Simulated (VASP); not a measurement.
Wanted: the native input for a VASP 6.6.1 run.

| Property | Result |
| --- | --- |
| Task | single point |
| Functional | PBEsol |
| Potentials or basis | VASP PAW PBE potentials, release 64 (Mg, Te) |
| Cutoff | 520 eV |
| k mesh | 6 × 6 × 4 |
| Occupations | gaussian, width 0.1 eV |
| Spin | no spin polarisation |
| Dipole correction | no |
| Further INCAR settings | ALGO = Fast; EDIFF = 1e-07; NBANDS = 16 |

The structure of MgTe lies in POSCAR:

```
MgTe
1.0
    4.5902025400      0.0000000000      0.0000000000
   -2.2951012700      3.9752320100      0.0000000000
    0.0000000000      0.0000000000      7.4378057100
Mg Te
2 2
Direct
    0.3333333300      0.6666666700      0.9959911700
    0.6666666700      0.3333333300      0.4959911700
    0.3333333300      0.6666666700      0.3740088300
    0.6666666700      0.3333333300      0.8740088300
```

One way to write it, as run:

INCAR

```
SYSTEM = MgTe
PREC     = Accurate       ! precision mode
ENCUT    = 520            ! plane-wave cutoff, eV
EDIFF    = 1E-7           ! SCF threshold, eV
ISMEAR   = 0              ! smearing method
SIGMA    = 0.1            ! smearing width, eV
LREAL    = .False.        ! projectors in reciprocal space
LASPH    = .True.         ! aspherical terms in the spheres
NELM     = 100            ! most SCF steps
ALGO     = Fast           ! electronic algorithm
ISIF     = 2              ! what is computed and relaxed
LWAVE    = .False.        ! write WAVECAR
LCHARG   = .True.         ! write CHGCAR
GGA      = PS             ! functional
LELF     = .True.         ! ELF
LVHAR    = .True.       
NBANDS   = 16             ! bands
```

KPOINTS

```
regular mesh
0
Gamma
  6 6 4
  0 0 0
```

Potentials or basis: VASP PAW PBE potentials, release 64 (Mg, Te).

The run is started by

```sh
$ cat potpaw_PBE.64/Mg/POTCAR potpaw_PBE.64/Te/POTCAR > POTCAR
$ mpirun -np 1 vasp_std > vasp.out
```

Results of the run:

```yaml
Pressure: -0.5 GPa
Largest_force: 0.019 eV/Å
Band_gap_on_the_k_mesh: 2.30 eV
```

Caveat: the PAW data sets were made with another functional, which shifts forces and pressure a little; spin-orbit coupling is left out, which moves the levels of the heavy elements.

Wall time 26 s on 1 thread of Intel(R) Xeon(R) 6975P-C (Granite Rapids) (shared host), peak memory 0.25 GiB.
